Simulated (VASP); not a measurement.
# AlC (Fm-3m) in VASP: further runs

Runs on AlC. Level: PBE. Tasks: single point, relaxation of cell and atoms.

Program: VASP 6.6.1. These are calculated values, not measurements. Logs are shortened: lines on timing, memory, paths and dates and some standing lists are left out, and cuts for length are marked.

### 1 The cell of the first run

Symmetry: Fm-3m, No. 225, cubic system. The conventional cell has a = 4.270 Å, b = 4.270 Å, c = 4.270 Å, α = 90.00°, β = 90.00°, γ = 90.00°. Al (site symmetry m-3m) has 6 C at 2.13 Å within 2.8 Å. C (site symmetry m-3m) has 6 Al at 2.13 Å within 2.8 Å.

The cell was built from a structure type or drawn by symmetry, and may not be a known phase.

### 2 Single point, PBE

The input, INCAR:

```
SYSTEM = AlC
PREC     = Accurate       ! precision mode
ENCUT    = 600            ! plane-wave cutoff, eV
EDIFF    = 1E-6           ! SCF threshold, eV
ISMEAR   = 0              ! smearing method
SIGMA    = 0.1            ! smearing width, eV
LREAL    = .FALSE.        ! projectors in reciprocal space
LASPH    = .TRUE.         ! aspherical terms in the spheres
NELM     = 120            ! most SCF steps
ALGO     = Normal         ! electronic algorithm
ISIF     = 2              ! what is computed and relaxed
LWAVE    = .FALSE.        ! write WAVECAR
LCHARG   = .TRUE.         ! write CHGCAR
GGA      = PE             ! functional
LELF     = .TRUE.         ! ELF
LVHAR    = .TRUE.       
NBANDS   = 10             ! bands
GGA_COMPAT= .FALSE.
```

The input, KPOINTS:

```
Automatic mesh
0
G
  22 22 22
  0 0 0
```

The input, POSCAR:

```
AlC
1.0
    0.0000000000      2.1348278064      2.1348278064
    2.1348278064      0.0000000000      2.1348278064
    2.1348278064      2.1348278064      0.0000000000
Al C
1 1
Direct
    0.0000000000      0.0000000000      0.0000000000
    0.5000000000      0.5000000000      0.5000000000
```

Potentials or basis: VASP PAW PBE potentials, release 64 (Al, C).

Run with:

```console
> cat potpaw_PBE.64/Al/POTCAR potpaw_PBE.64/C/POTCAR > POTCAR
> mpirun -np 1 vasp_std > vasp.out
```

OUTCAR:

```text
SYSTEM = AlC
   PREC = Accurate
   ENCUT = 600
   EDIFF = 1E-6
   ISMEAR = 0
   LREAL = .FALSE.
   LASPH = .TRUE.
   NELM = 120
   ISIF = 2
   GGA = PE

 ion  position               nearest neighbor table
   1  0.000  0.000  0.000-   2 2.13   2 2.13   2 2.13   2 2.13   2 2.13   2 2.13
   2  0.500  0.500  0.500-   1 2.13   1 2.13   1 2.13   1 2.13   1 2.13   1 2.13

  LATTYP: Found a face centered cubic cell.
 ALAT       =     4.2696556128

  Lattice vectors:

 A1 = (   0.0000000000,   2.1348278064,   2.1348278064)
 A2 = (   2.1348278064,   0.0000000000,   2.1348278064)
 A3 = (   2.1348278064,   2.1348278064,   0.0000000000)

Analysis of symmetry for initial positions (statically):
=====================================================================
 Subroutine PRICEL returns:
 Original cell was already a primitive cell.

 Routine SETGRP: Setting up the symmetry group for a
 face centered cubic supercell.

 Subroutine GETGRP returns: Found 48 space group operations
 (whereof 48 operations were pure point group operations)
 out of a pool of 48 trial point group operations.

The static configuration has the point symmetry O_h .

Analysis of symmetry for dynamics (positions and initial velocities):
=====================================================================
 Subroutine PRICEL returns:
 Original cell was already a primitive cell.

 Routine SETGRP: Setting up the symmetry group for a
 face centered cubic supercell.

 Subroutine GETGRP returns: Found 48 space group operations
 (whereof 48 operations were pure point group operations)
 out of a pool of 48 trial point group operations.

The dynamic configuration has the point symmetry O_h .

 Subroutine INISYM returns: Found 48 space group operations
 (whereof 48 operations are pure point group operations),
 and found     1 'primitive' translations

----------------------------------------------------------------------------------------

                                     Primitive cell

  volume of cell :      19.4589

  direct lattice vectors                    reciprocal lattice vectors
     0.000000000  2.134827806  2.134827806    -0.234210927  0.234210927  0.234210927
     2.134827806  0.000000000  2.134827806     0.234210927 -0.234210927  0.234210927
     2.134827806  2.134827806  0.000000000     0.234210927  0.234210927 -0.234210927

  length of vectors
     3.019102437  3.019102437  3.019102437     0.405665226  0.405665226  0.405665226

  position of ions in fractional coordinates (direct lattice)
     0.000000000  0.000000000  0.000000000
     0.500000000  0.500000000  0.500000000

  ion indices of the primitive-cell ions
   primitive index   ion index
                 1           1
                 2           2

----------------------------------------------------------------------------------------

 KPOINTS: Automatic mesh

Automatic generation of k-mesh.
 Grid dimensions read from file:
 generate k-points for:   22   22   22

 Generating k-lattice:

  Cartesian coordinates                     Fractional coordinates (reciprocal lattice)
    -0.010645951  0.010645951  0.010645951     0.045454545  0.000000000  0.000000000
     0.010645951 -0.010645951  0.010645951     0.000000000  0.045454545  0.000000000
     0.010645951  0.010645951 -0.010645951     0.000000000  0.000000000  0.045454545

  Length of vectors
     0.018439328  0.018439328  0.018439328

  Shift w.r.t. Gamma in fractional coordinates (k-lattice)
     0.000000000  0.000000000  0.000000000

 Subroutine IBZKPT returns following result:
 ===========================================

 Found    328 irreducible k-points:

 Following reciprocal coordinates:
            Coordinates               Weight
  0.000000  0.000000  0.000000      1.000000
  0.045455  0.000000  0.000000      8.000000
  0.090909  0.000000  0.000000      8.000000
  0.136364  0.000000  0.000000      8.000000
  0.181818  0.000000  0.000000      8.000000
  0.227273  0.000000  0.000000      8.000000
[... 16 lines left out ...]
  0.500000  0.045455  0.000000     24.000000
 -0.454545  0.045455  0.000000     24.000000
 [... further k-points ...]
   k-points           NKPTS =    328   k-points in BZ     NKDIM =    328   number of bands    NBANDS=     10
   number of dos      NEDOS =    301   number of ions     NIONS =      2
   total plane-waves  NPLWV =  13824
   dimension x,y,z NGX =    24 NGY =   24 NGZ =   24
   dimension x,y,z NGXF=    48 NGYF=   48 NGZF=   48
   ions per type =               1   1
   NGX,Y,Z   is equivalent  to a cutoff of  13.22, 13.22, 13.22 a.u.
   NGXF,Y,Z  is equivalent  to a cutoff of  26.43, 26.43, 26.43 a.u.
 SYSTEM =  AlC
   PREC   = accura    normal or accurate (medium, high low for compatibility)
   ISTART =      0    job   : 0-new  1-cont  2-samecut
   ICHARG =      2    charge: 1-file 2-atom 10-const
   ISPIN  =      1    spin polarized calculation?
   LNONCOLLINEAR =      F non collinear calculations
   LSORBIT =      F    spin-orbit coupling
   LASPH  =      T    aspherical Exc in radial PAW
   ENCUT  =  600.0 eV  44.10 Ry    6.64 a.u.   6.03  6.03  6.03*2*pi/ulx,y,z
   NELM   =    120;   NELMIN=  2; NELMDL= -5     # of ELM steps
   EDIFF  = 0.1E-05   stopping-criterion for ELM
   LREAL  =      F    real-space projection
   EDIFFG = 0.1E-04   stopping-criterion for IOM
   NSW    =      0    number of steps for IOM
   IBRION =     -1    ionic relax: 0-MD 1-quasi-New 2-CG
   NFREE  =      0    steps in history (QN), initial steepest desc. (CG)
   ISIF   =      2    stress and relaxation
   ISYM   =      2    0-nonsym 1-usesym 2-fastsym
   POTIM  = 0.5000    time-step for ionic-motion
   TEBEG  =    0.0;   TEEND  =   0.0 temperature during run
   PSTRESS=    0.0 pullay stress
   NELECT =       7.0000    total number of electrons
   NUPDOWN=      -1.0000    fix difference up-down
   EMIN   =  10.00;   EMAX   =-10.00  energy-range for DOS
   EFERMI =   0.00;   METHOD = LEGACY
   ISMEAR =     0;   SIGMA  =   0.10  broadening in eV -4-tet -1-fermi 0-gaus
   EFERMI_NEDOS =   21; number of points for ismear=-14 and -15
   IALGO  =     38    algorithm
   IMIX   =      4    mixing-type and parameters
     AMIX     =   0.40;   BMIX     =  1.00
     AMIX_MAG =   1.60;   BMIX_MAG =  1.00
  volume/ion in A,a.u.               =       9.73        65.66
  Fermi-wavevector in a.u.,A,eV,Ry     =   1.164308  2.200224 18.444246  1.355614
  Thomas-Fermi vector in A             =   2.300848
   LORBIT       =      0    0 simple, 1 ext, 2 COOP (PROOUT), +10 PAW based schemes
   GGA     = PE    functional components
   LHFCALC =     F    Hartree Fock is set to
   AEXX    =    0.0000 exact exchange contribution
   IVDW    =     0    specifies the selected vdW correction
   LEPSILON=     F    determine dielectric tensor
   LRPA    =     F    only Hartree local field effects (RPA)
 non-spin polarized calculation
 Gauss-broadening in eV      SIGMA  =   0.10
  energy-cutoff  :      600.00
  volume of cell :       19.46
 maximum number of plane-waves:       662
   NGX = 13   NGY = 13   NGZ = 13

 number of electron       7.0000000 magnetization

 Free energy of the ion-electron system (eV)
  ---------------------------------------------------
  ext. energy  EPLUGINS =         0.00000000
  ---------------------------------------------------
  free energy    TOTEN  =       -11.99967706 eV

  energy without entropy =      -11.99505164  energy(sigma->0) =      -11.99736435

 E-fermi :   8.3511     XC(G=0): -11.6249

 val. band max:        8.3369443786   @ k =   0.5000   0.1818   0.0909
 cond. band min:       8.3857423820   @ k =   0.3182   0.1364   0.0000
 fundamental gap:      0.0487980034
 Fermi energy:         8.3510786212

 k-point     1 :       0.0000    0.0000    0.0000
  band No.  band energies     occupation
      1      -6.0589      2.00000
      2       9.8829      0.00000
      3       9.8829      0.00000
      4       9.8829      0.00000
      5      16.5460      0.00000
      6      19.3216      0.00000
      7      19.3216      0.00000
      8      19.3216      0.00000
      9      24.1467      0.00000
     10      24.2529      0.00000

 k-point     2 :       0.0455    0.0000    0.0000
  band No.  band energies     occupation
      1      -6.0158      2.00000
      2       9.6645      0.00000
      3       9.8544      0.00000
      4       9.8544      0.00000
      5      16.6548      0.00000
      6      19.1443      0.00000
      7      19.3936      0.00000
      8      19.3936      0.00000
      9      23.4334      0.00000
     10      23.4334      0.00000

 k-point     3 :       0.0909    0.0000    0.0000
  band No.  band energies     occupation
      1      -5.8868      2.00000
      2       9.0663      0.00000
      3       9.7736      0.00000
      4       9.7736      0.00000
      5      16.8795      0.00000
      6      18.8297      0.00000
      7      19.5787      0.00000
      8      19.5787      0.00000
      9      22.5865      0.00000
     10      22.5865      0.00000

 k-point     4 :       0.1364    0.0000    0.0000
  band No.  band energies     occupation
      1      -5.6730      2.00000
      2       8.2071      1.95829
      3       9.6524      0.00000
      4       9.6524      0.00000
      5      16.9479      0.00000
      6      18.7808      0.00000
      7      19.7496      0.00000
      8      19.7496      0.00000
      9      22.0193      0.00000
     10      22.0193      0.00000
[... 222 lines left out ...]
 k-point    22 :       0.4545    0.0455    0.0000
  band No.  band energies     occupation
      1      -2.5228      2.00000
      2       1.5353      2.00000
      3       8.7017      0.00000
      4       8.7259      0.00000
      5      15.6255      0.00000
      6      17.3497      0.00000
      7      17.8354      0.00000
      8      21.6112      0.00000
      9      23.0687      0.00000
     10      26.4802      0.00000

 k-point    23 :       0.5000    0.0455    0.0000
  band No.  band energies     occupation
      1      -2.1938      2.00000
      2       1.0930      2.00000
      3       8.6249      0.00011
      4       8.7426      0.00000
      5      15.5880      0.00000
      6      17.3131      0.00000
      7      17.6910      0.00000
      8      21.6254      0.00000
      9      23.2077      0.00000
     10      27.2401      0.00000

 k-point    24 :      -0.4545    0.0455    0.0000
  band No.  band energies     occupation
      1      -2.2668      2.00000
      2       1.1887      2.00000
      3       8.5838      0.00100
      4       8.7954      0.00000
      5      15.5998      0.00000
      6      17.3835      0.00000
      7      17.6491      0.00000
      8      21.6251      0.00000
      9      23.1932      0.00000
     10      27.1420      0.00000

 [... further k-points ...]
[... 5 lines left out ...]
  --------------------------------------------------------------------------------------
  -------------------------------------------------------------------------------------
  Total       -0.0202717     -0.0202717     -0.0202717      0.0000000      0.0000000      0.0000000
  in kB       -1.6690974     -1.6690974     -1.6690974      0.0000000      0.0000000      0.0000000
  external PRESSURE =      -1.6690974 kB  Pullay stress =       0.0000000 kB

 VOLUME and BASIS-vectors are now :
 -----------------------------------------------------------------------------
  energy-cutoff  :      600.00
  volume of cell :       19.46
      direct lattice vectors                 reciprocal lattice vectors
     0.000000000  2.134827806  2.134827806    -0.234210927  0.234210927  0.234210927
     2.134827806  0.000000000  2.134827806     0.234210927 -0.234210927  0.234210927
     2.134827806  2.134827806  0.000000000     0.234210927  0.234210927 -0.234210927

 POSITION                                       TOTAL-FORCE (eV/Angst)
 -----------------------------------------------------------------------------------
      0.00000      0.00000      0.00000        -0.000000     -0.000000     -0.000000
      2.13483      2.13483      2.13483         0.000000      0.000000      0.000000
 -----------------------------------------------------------------------------------
    total drift:                               -0.000000     -0.000000      0.000000

  FREE ENERGIE OF THE ION-ELECTRON SYSTEM (eV)
  ---------------------------------------------------
  free  energy   TOTEN  =       -11.9996770553 eV

  energy  without entropy=      -11.9950516390  energy(sigma->0) =      -11.99736435
```

It took 66 s on 1 thread of Intel Xeon 8259CL, shared host; peak memory 0.2 GiB.

Results:

```yaml
Free_energy: -11.9997 eV
Pressure: -0.2 GPa
Band_gap_on_the_k_mesh: zero (an odd number of electrons rules out a gap without spin polarisation)
```

### 3 Single point, PBE

The input, INCAR:

```
PREC = Accurate
ENCUT = 600
EDIFF = 1E-6
ISMEAR = 0
SIGMA = 0.1
LREAL = False
LASPH = True
NELM = 120
ALGO = Normal
ISIF = 2
LWAVE = False
LCHARG = False
GGA = PE
NBANDS = 10
GGA_COMPAT = False
```

The input, KPOINTS:

```
Automatic mesh
0
Gamma
  22 22 22
```

POSCAR is that of step 2.

Potentials or basis: VASP PAW PBE potentials, release 64 (Al, C).

Run with:

```console
> cat potpaw_PBE.64/Al/POTCAR potpaw_PBE.64/C/POTCAR > POTCAR
> mpirun -np 1 vasp_std > vasp.out
```

Wall time 69 s (1 thread of Intel Xeon 8259CL, shared host); peak memory 0.2 GiB.

It converged, with:

* Free energy: -11.9997 eV
* Pressure: -0.2 GPa
* Band gap on the k mesh: zero (an odd number of electrons rules out a gap without spin polarisation)

Levels at points of the mesh, in eV from the Fermi level:
```
           k point  band 1  band 2  band 3  band 4  band 5  band 6  band 7  band 8
(0.00, 0.00, 0.00)  -14.41    1.53    1.53    1.53    8.19   10.97   10.97   10.97
(0.50, 0.00, 0.00)  -10.55   -7.33    0.45    0.45    7.08    9.21    9.21   13.01
(0.50, 0.50, 0.00)   -9.23   -6.26   -1.63   -1.63    3.58    4.90   14.90   16.50
```

### 4 Relaxation of cell and atoms, PBE

The input, INCAR:

```
SYSTEM = AlC
PREC     = Accurate       ! precision mode
ENCUT    = 600            ! plane-wave cutoff, eV
EDIFF    = 1E-7           ! SCF threshold, eV
ISMEAR   = 0              ! smearing method
SIGMA    = 0.1            ! smearing width, eV
LREAL    = .False.        ! projectors in reciprocal space
LASPH    = .True.         ! aspherical terms in the spheres
NELM     = 120            ! most SCF steps
ALGO     = Normal         ! electronic algorithm
ISIF     = 3              ! what is computed and relaxed
LWAVE    = .False.        ! write WAVECAR
LCHARG   = .False.        ! write CHGCAR
GGA      = PE             ! functional
IBRION   = 2              ! ionic algorithm
NSW      = 100            ! ionic steps
EDIFFG   = -0.01          ! ionic threshold
GGA_COMPAT= .False.      
NELMIN   = 4
```

The input, KPOINTS:

```
regular mesh
0
Gamma
  22 22 22
  0 0 0
```

The input, POSCAR:

```
AlC
1.0
    0.0000000000      2.1346126572      2.1346126572
    2.1346126572      0.0000000000      2.1346126572
    2.1346126572      2.1346126572      0.0000000000
Al C
1 1
Direct
    0.0000000000      0.0000000000      0.0000000000
    0.5000000000      0.5000000000      0.5000000000
```

Run with:

```console
> cat potpaw_PBE.64/Al/POTCAR potpaw_PBE.64/C/POTCAR > POTCAR
> mpirun -np 1 vasp_std > vasp.out
```

Run time: 58 s. Hardware: 1 thread of Intel Xeon 8259CL, shared host; peak memory 0.18 GiB.

Results (log left out):

- Free energy: -11.9997 eV
- Pressure after relaxing: -0.1 GPa
- Band gap on the k mesh: zero (an odd number of electrons rules out a gap without spin polarisation)

Final structure:
```
Al C
1.0
     0.00000    2.13461    2.13461
     2.13461    0.00000    2.13461
     2.13461    2.13461    0.00000
Al C
1 1
Direct
  0.00000 0.00000 0.00000
  0.50000 0.50000 0.50000
```

Levels at points of the mesh, in eV from the Fermi level:
| k point | band 1 | band 2 | band 3 | band 4 | band 5 | band 6 | band 7 |
| --- | --- | --- | --- | --- | --- | --- | --- |
| (0.00, 0.00, 0.00) | -14.41 | 1.53 | 1.53 | 1.53 | 8.20 | 10.97 | 10.97 |
| (0.50, 0.00, 0.00) | -10.55 | -7.33 | 0.45 | 0.45 | 7.08 | 9.21 | 9.21 |
| (0.50, 0.50, 0.00) | -9.23 | -6.26 | -1.63 | -1.63 | 3.58 | 4.90 | 14.91 |

Caveat: the relaxation stopped at its first step, so nothing moved.
